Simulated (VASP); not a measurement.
CdS: single point with PBE

Crystal: CdS.

```
CELL_PARAMETERS angstrom
0.00000 2.94295 2.85466
2.94295 0.00000 2.85466
2.94295 2.94295 0.00000
ATOMIC_POSITIONS crystal
Cd 0.00000 0.00000 0.00000
S 0.75000 0.75000 0.75000
```

This cell differs from its parent crystal: zz strain of -3 %.

* Program: VASP 6.6.1
* Task: single point
* Functional: PBE
* Potentials or basis: VASP PAW PBE potentials, release 64 (Cd, S)
* Cutoff: 520 eV
* k mesh: 7 × 7 × 7
* Occupations: fermi-dirac, width 0.02 eV
* Spin: no spin polarisation
* Dipole correction: no
* Further INCAR settings: ALGO = Normal; EDIFF = 1e-06; NBANDS = 16

| Quantity | Value |
| --- | --- |
| Pressure | 3.4 GPa |
| Band gap on the k mesh | 1.10 eV, direct |

Stress tensor (GPa, compression positive):
```
3.26 0.00 0.00
0.00 3.26 0.00
0.00 0.00 3.71
```

Levels at points of the mesh, in eV from the valence-band top:
| k point | band 7 | band 8 | band 9 | band 10 | band 11 | band 12 |
| --- | --- | --- | --- | --- | --- | --- |
| (0.00, 0.00, 0.00) | -0.09 | -0.09 | 0.00 | 1.10 | 6.49 | 6.49 |

Run time: 21 s on 1 thread of Intel(R) Xeon(R) 6975P-C (Granite Rapids), with other jobs on the host, peak memory 0.18 GiB.

Caveat: the cell differs from its parent crystal (zz strain of -3 %).
